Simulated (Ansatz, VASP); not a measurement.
## One calculation of SiMo5, two programs

```xyz
6
Lattice="4.3872 0.0000 0.0000 -2.1936 3.7994 0.0000 0.0000 0.0000 7.1893" Properties=species:S:1:pos:R:3 pbc="T T T"
Si    2.1936    1.2665    3.5946
Mo    0.0000    0.0000    6.0634
Mo    0.0000    0.0000    1.1259
Mo    0.0000    2.5329    3.5946
Mo    0.0000    2.5329    0.0000
Mo    0.0000    0.0000    3.5946
```

Alike in both runs: functional PBE; k mesh 5 × 5 × 2; occupations gaussian, width 0.2 eV; no spin polarisation.

Ansatz relaxed the structure, and its values are those at the end. VASP's run is a single point on that final structure, the one shown.

|  | VASP | Ansatz |
| --- | --- | --- |
| version | VASP 6.6.1 | Ansatz 0.2.0 |
| potentials or method | VASP PAW PBE potentials, release 64 (Si, Mo_sv), cutoff 500 eV | scalar-relativistic, plane waves, PAW |
| valence electrons in the cell | 74 | 74 |

VASP gave:

| Item | Value |
| --- | --- |
| gap on the k mesh at the Fermi level (eV) | none |
| pressure (GPa) | 0.6 |
| rms of the force components (eV/Å) | 0.044 |

Question: Estimate Ansatz's values.

Answer: gap on the k mesh at the Fermi level (eV): none; pressure (GPa): 0.2; rms of the force components (eV/Å): 0.003.

A gap of «none» marks a metal or a gap that the smearing closes. With one functional, cell and mesh, what is left measures potentials, basis and numerics.

The k mesh is coarse, so the values compare programs but aren't converged.
